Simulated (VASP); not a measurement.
Here is a VASP 6.6.1 calculation.

File INCAR:

```
SYSTEM = I
PREC = Accurate ; ENCUT = 520
EDIFF = 1E-6 ; ISMEAR = 0
SIGMA = 0.02 ; LREAL = .FALSE.
LASPH = .TRUE. ; NELM = 100
ALGO = Normal ; ISIF = 2
LWAVE = .FALSE. ; LCHARG = .TRUE.
GGA = PS ; LELF = .TRUE.
LVHAR = .TRUE. ; NBANDS = 22
```

KPOINTS

```
regular mesh
0
G
  8 8 4
  0 0 0
```

The input POSCAR:

```
I
1.0
    3.5512339702     -2.1612626959      0.0000000000
    3.5512339702      2.1612626959      0.0000000000
    0.0000000000      0.0000000000      9.5510038041
I
4
Direct
    0.8211753444      0.1788246556      0.1230025011
    0.6788246556      0.3211753444      0.6230025011
    0.1788246556      0.8211753444      0.8769974989
    0.3211753444      0.6788246556      0.3769974989
```

Potentials or basis: VASP PAW PBE potentials, release 64 (I).

Run with:

```sh
$ cat potpaw_PBE.64/I/POTCAR > POTCAR
$ mpirun -np 1 vasp_std > vasp.out
```

(1) What does it give for the pressure?

(2) Estimate the band gap on the k mesh.

(3) What does it give for the largest force?

Answers

(1) 1.0 GPa.

(2) 0.71 eV (least direct gap 1.08 eV).

(3) 0.007 eV/Å.

Caveat: the PAW data sets were made with another functional, which shifts forces and pressure a little; spin-orbit coupling is left out, which moves the levels of the heavy elements.
